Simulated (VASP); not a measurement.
# HfN (Fm-3m) in VASP: notebook, part 3 of 3

VASP 6.6.1.

### 5 Relaxation of cell and atoms, r2SCAN

The input, POSCAR:

```
HfN
1.0
    0.0000000000      2.2560000000      2.2560000000
    2.2560000000      0.0000000000      2.2560000000
    2.2560000000      2.2560000000      0.0000000000
Hf N
1 1
Direct
    0.0000000000      0.0000000000      0.0000000000
    0.5000000000      0.5000000000      0.5000000000
```

The input, INCAR.step1:

```
ALGO = Normal
EDIFF = 1E-5
EDIFFG = -0.005
ENCUT = 660
GGA = PE
GGA_COMPAT = F
IBRION = 2
ISIF = 3
ISMEAR = -1
LASPH = T
LCHARG = F
LREAL = F
LWAVE = T
NELM = 120
NELMIN = 4
NSW = 100
PREC = Accurate
SIGMA = 0.05
```

The input, INCAR.step2:

```
ALGO = Normal
EDIFF = 1E-7
EDIFFG = -0.005
ENCUT = 660
GGA_COMPAT = F
IBRION = 2
ISIF = 3
ISMEAR = -1
ISTART = 1
LASPH = T
LCHARG = F
LMIXTAU = T
LREAL = F
LWAVE = F
METAGGA = R2SCAN
NELM = 120
NELMIN = 4
NSW = 80
PREC = Accurate
SIGMA = 0.05
```

The input, KPOINTS:

```
k-points
0
Gamma
  10 10 10
```

Potentials or basis: VASP PAW PBE potentials, release 64 (Hf_pv, N).

Command:

```sh
> cat potpaw_PBE.64/Hf_pv/POTCAR potpaw_PBE.64/N/POTCAR > POTCAR
> cp INCAR.step1 INCAR
> mpirun -np 1 vasp_std > vasp.out
> cp INCAR.step2 INCAR
> mpirun -np 1 vasp_std > vasp.out
```

OUTCAR:

```text
EDIFF = 1E-7
   EDIFFG = -0.005
   ENCUT = 660
   IBRION = 2
   ISIF = 3
   ISMEAR = -1
   ISTART = 1
   LASPH = T
   LREAL = F
   METAGGA = R2SCAN
   NELM = 120
   NELMIN = 4
   NSW = 80
   PREC = Accurate

 ion  position               nearest neighbor table
   1  0.000  0.000  0.000-   2 2.26   2 2.26   2 2.26   2 2.26   2 2.26   2 2.26
   2  0.500  0.500  0.500-   1 2.26   1 2.26   1 2.26   1 2.26   1 2.26   1 2.26

  LATTYP: Found a face centered cubic cell.
 ALAT       =     4.5120000000

  Lattice vectors:

 A1 = (   0.0000000000,   2.2560000000,   2.2560000000)
 A2 = (   2.2560000000,   0.0000000000,   2.2560000000)
 A3 = (   2.2560000000,   2.2560000000,   0.0000000000)

Analysis of symmetry for initial positions (statically):
=====================================================================
 Subroutine PRICEL returns:
 Original cell was already a primitive cell.

 Routine SETGRP: Setting up the symmetry group for a
 face centered cubic supercell.

 Subroutine GETGRP returns: Found 48 space group operations
 (whereof 48 operations were pure point group operations)
[... 174 lines left out ...]
      2     -23.9487      2.00000
      3     -23.9487      2.00000
      4     -10.1616      2.00000
      5       5.1309      2.00000
      6       5.1309      2.00000
      7       5.1309      2.00000
      8       8.2264      1.99887
      9       8.2264      1.99887
     10       8.2264      1.99887
     11      10.6706      0.00000
[... 309 lines left out ...]
 k-point    24 :       0.4000    0.3000    0.0000
  band No.  band energies     occupation
      1     -24.6304      2.00000
      2     -24.2135      2.00000
      3     -24.1843      2.00000
      4      -8.7927      2.00000
      5       1.4592      2.00000
      6       3.5552      2.00000
      7       3.9929      2.00000
      8       5.9792      2.00000
      9      12.7249      0.00000
     10      13.2955      0.00000
     11      13.4168      0.00000

 [... further k-points ...]

------------------------ aborting loop because EDIFF is reached ----------------------------------------

  FORCE on cell =-STRESS in cart. coord.  units (eV):
  Direction    XX          YY          ZZ          XY          YZ          ZX
  --------------------------------------------------------------------------------------
  -------------------------------------------------------------------------------------
  Total       -0.0080149     -0.0080149     -0.0080149      0.0000000     -0.0000000      0.0000000
  in kB       -0.5591921     -0.5591921     -0.5591921      0.0000000     -0.0000000      0.0000000
  external PRESSURE =      -0.5591921 kB  Pullay stress =       0.0000000 kB

 VOLUME and BASIS-vectors are now :
 -----------------------------------------------------------------------------
  energy-cutoff  :      660.00
  volume of cell :       22.96
      direct lattice vectors                 reciprocal lattice vectors
     0.000000000  2.256000000  2.256000000    -0.221631206  0.221631206  0.221631206
     2.256000000  0.000000000  2.256000000     0.221631206 -0.221631206  0.221631206
     2.256000000  2.256000000  0.000000000     0.221631206  0.221631206 -0.221631206

 POSITION                                       TOTAL-FORCE (eV/Angst)
 -----------------------------------------------------------------------------------
      0.00000      0.00000      0.00000         0.000000      0.000000      0.000000
      2.25600      2.25600      2.25600        -0.000000     -0.000000     -0.000000
 -----------------------------------------------------------------------------------
    total drift:                                0.000000      0.000000      0.000000

  FREE ENERGIE OF THE ION-ELECTRON SYSTEM (eV)
  ---------------------------------------------------
  free  energy   TOTEN  =       -58.2313353294 eV

  energy  without entropy=      -58.2248918671  energy(sigma->0) =      -58.22811360

 reached required accuracy - stopping structural energy minimisation
```

OSZICAR.step1:

```text
N       E                     dE             d eps       ncg     rms          rms(c)
DAV:   1     0.483200809782E+02    0.48320E+02   -0.94615E+03  1034   0.155E+03
DAV:   2    -0.218556812732E+02   -0.70176E+02   -0.66294E+02  1386   0.298E+02
DAV:   3    -0.247286246070E+02   -0.28729E+01   -0.28057E+01  1369   0.516E+01
[... 20 lines left out ...]
DAV:   2    -0.217661678883E+02    0.29377E-01   -0.48935E-02  1064   0.218E+00    0.146E+00
DAV:   3    -0.217576401845E+02    0.85277E-02   -0.17865E-02  1127   0.132E+00    0.937E-01
DAV:   4    -0.217573213485E+02    0.31884E-03   -0.11607E-03  1318   0.364E-01    0.573E-01
DAV:   5    -0.217573074292E+02    0.13919E-04   -0.10740E-04  1230   0.867E-02    0.595E-02
DAV:   6    -0.217573077049E+02   -0.27568E-06   -0.10084E-05   664   0.343E-02
   3 F= -.21757308E+02 E0= -.21754028E+02  d E =-.423328E-02
```

Run time: 48 s. Hardware: 1 thread of Intel Xeon 6975P-C (Granite Rapids), shared host; peak memory 0.18 GiB.

Results:

| Quantity | Value |
| --- | --- |
| Free energy | -58.2313 eV |
| Pressure after relaxing | -0.1 GPa |
| Band gap on the k mesh | zero (an odd number of electrons rules out a gap without spin polarisation) |

Final structure:
```xyz
2
Lattice="0.0000 2.2560 2.2560 2.2560 0.0000 2.2560 2.2560 2.2560 0.0000" Properties=species:S:1:pos:R:3 pbc="T T T"
Hf    0.0000    0.0000    0.0000
N     2.2560    2.2560    2.2560
```

Levels at points of the mesh, in eV from the Fermi level:
| k point | band 6 | band 7 | band 8 | band 9 | band 10 | band 11 |
| --- | --- | --- | --- | --- | --- | --- |
| (0.00, 0.00, 0.00) | -3.47 | -3.47 | -0.37 | -0.37 | -0.37 | 2.07 |
| (0.50, 0.00, 0.00) | -6.71 | -6.71 | 3.37 | 3.77 | 3.77 | 4.60 |
| (0.50, 0.50, 0.00) | -4.17 | -4.17 | -3.94 | 4.13 | 5.56 | 5.81 |

Caveat: the relaxation stopped at its first step, so nothing moved; the PAW data sets were made with another functional, which shifts forces and pressure a little; spin-orbit coupling is left out, which moves the levels of the heavy elements.

### 6 Relaxation of cell and atoms, r2SCAN+D3(BJ)

POSCAR is that of step 5.

The input, INCAR.step1:

```
SYSTEM = HfN
ALGO = Normal
EDIFF = 1E-5
EDIFFG = -0.005
ENCUT = 660
GGA = PE
GGA_COMPAT = .FALSE.
IBRION = 2
ISIF = 3
ISMEAR = -1
LASPH = .TRUE.
LCHARG = .FALSE.
LREAL = .FALSE.
LWAVE = .TRUE.
NELM = 120
NELMIN = 4
NSW = 100
PREC = Accurate
SIGMA = 0.05
```

The input, INCAR.step2:

```
SYSTEM = HfN
ALGO = Normal
EDIFF = 1E-7
EDIFFG = -0.005
ENCUT = 660
GGA_COMPAT = .FALSE.
IBRION = 2
ISIF = 3
ISMEAR = -1
ISTART = 1
IVDW = 12
LASPH = .TRUE.
LCHARG = .FALSE.
LMIXTAU = .TRUE.
LREAL = .FALSE.
LWAVE = .FALSE.
METAGGA = R2SCAN
NELM = 120
NELMIN = 4
NSW = 80
PREC = Accurate
SIGMA = 0.05
VDW_A1 = 0.49484001
VDW_A2 = 5.73083694
VDW_S6 = 1.0
VDW_S8 = 0.78981345
```

The input, KPOINTS:

```
k-points
0
G
  10 10 10
  0 0 0
```

Potentials or basis: VASP PAW PBE potentials, release 64 (Hf_pv, N).

Command:

```sh
> cat potpaw_PBE.64/Hf_pv/POTCAR potpaw_PBE.64/N/POTCAR > POTCAR
> cp INCAR.step1 INCAR
> mpirun -np 1 vasp_std > vasp.out
> cp INCAR.step2 INCAR
> mpirun -np 1 vasp_std > vasp.out
```

Run time: 2.2 min. Hardware: 1 thread of Intel Xeon 6975P-C (Granite Rapids), shared host; peak memory 0.2 GiB.

Results (log left out):

* Free energy: -58.6001 eV
* Relaxed volume: 11.38 Å³/atom
* Relaxed cell: a = 3.181 Å, b = 3.181 Å, c = 3.181 Å, α = 60.00°, β = 60.00°, γ = 60.00°
* Space group after relaxing (to 0.1 Å): Fm-3m (No. 225)
* Energy gained by relaxing: 0.8 meV/atom
* Ionic steps: 4
* Pressure after relaxing: 0.0 GPa
* Band gap on the k mesh: zero (an odd number of electrons rules out a gap without spin polarisation)
* Dispersion energy per atom: -0.185 eV

The path:
| step | energy change (eV) | largest force (eV/Å) | pressure (GPa) | volume (Å³) |
| --- | --- | --- | --- | --- |
| 1 | 0.0000 | 0.0000 | -2.64 | 22.96 |
| 2 | 0.0057 | 0.0000 | 5.67 | 22.34 |
| 3 | -0.0016 | 0.0000 | -0.10 | 22.76 |
| 4 | -0.0016 | 0.0000 | 0.00 | 22.76 |

Final structure:
```xyz
2
Lattice="0.0000 2.2492 2.2492 2.2492 0.0000 2.2492 2.2492 2.2492 0.0000" Properties=species:S:1:pos:R:3 pbc="T T T"
Hf    2.2492    2.2492    4.4984
N     2.2492    2.2492    2.2492
```

Levels at points of the mesh, in eV from the Fermi level:
```tsv
k point	band 5	band 6	band 7	band 8	band 9	band 10	band 11
(0.00, 0.00, 0.00)	-3.48	-3.48	-3.48	-0.38	-0.38	-0.38	2.16
(0.50, 0.00, 0.00)	-9.46	-6.76	-6.76	3.42	3.81	3.81	4.65
(0.50, 0.50, 0.00)	-5.97	-4.18	-4.18	-3.98	4.18	5.63	5.63
```

Caveat: the PAW data sets were made with another functional, which shifts forces and pressure a little; spin-orbit coupling is left out, which moves the levels of the heavy elements.

### 7 The runs side by side

```csv
task,level,cell,cutoff (eV),smearing,gap on the mesh (eV),pressure (GPa)
single point,PBE,"a = 3.190 Å, angles 60.0°, 2 atoms",600,gaussian 0.05 eV,none,4.1
single point,r2SCAN,"a = 3.200 Å, angles 60.0°, 2 atoms",660,fermi-dirac 0.05 eV,none,-2.7
single point,r2SCAN+D4,"a = 3.194 Å, angles 60.0°, 2 atoms",660,fermi-dirac 0.05 eV,none,-2.7
relaxation of cell and atoms,r2SCAN,"relaxed from a = 3.190 Å, angles 60.0°, 2 atoms",660,fermi-dirac 0.05 eV,none,-0.1
relaxation of cell and atoms,r2SCAN+D3(BJ),"relaxed from a = 3.190 Å, angles 60.0°, 2 atoms",660,fermi-dirac 0.05 eV,none,0.0
```

Alike in all rows: potentials or basis VASP PAW PBE potentials, release 64 (Hf_pv, N); no spin polarisation; k mesh 10 × 10 × 10.

Caveats: spin-orbit coupling is left out, which moves the levels of the heavy elements; the PAW data sets were made with another functional, which shifts forces and pressure a little (at least some runs); the cell stands under pressure (at least some runs); the relaxation stopped at its first step, so nothing moved (at least some runs).

Total energies depend on the potentials used, so only differences within one code and one set of settings carry meaning.
